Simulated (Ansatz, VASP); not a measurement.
# Sc2Al in VASP and in Ansatz

```xyz
6
Lattice="4.7296 0.0000 0.0000 -2.3648 4.0960 0.0000 0.0000 0.0000 5.7812" Properties=species:S:1:pos:R:3 pbc="T T T"
Sc    0.0000    0.0000    0.0000
Sc    0.0000    0.0000    2.8906
Sc    0.0000    2.7307    4.3359
Sc    2.3648    1.3653    1.4453
Al    0.0000    2.7307    1.4453
Al    2.3648    1.3653    4.3359
```

Change from the starting cell: strain -0.025 along x and y, -0.050 along z, atoms carried along.

Alike in both runs: task single point; functional PBEsol; k mesh 12 × 12 × 8; occupations gaussian, width 0.15 eV; no spin polarisation.

|  | VASP | Ansatz |
| --- | --- | --- |
| version | VASP 6.6.1 | Ansatz 0.2.0 |
| potentials or method | VASP PAW PBE potentials, release 64 (Sc_sv, Al), cutoff 520 eV | scalar-relativistic, plane waves, PAW |
| valence electrons in the cell | 50 | 50 |

|  | VASP | Ansatz | Ansatz less VASP |
| --- | --- | --- | --- |
| gap on the k mesh at the Fermi level (eV) | none | none | - |
| pressure (GPa) | 9.1 | 8.9 | -0.17 |
| traceless stress, the component that is largest in VASP (GPa) | 2.03 | 2.04 | +0.011 |

VASP's potentials were made for PBE, not for PBEsol. A gap of «none» marks a metal or a gap that the smearing closes. The functional is the same, so the differences come from potentials, cutoffs and numerics.
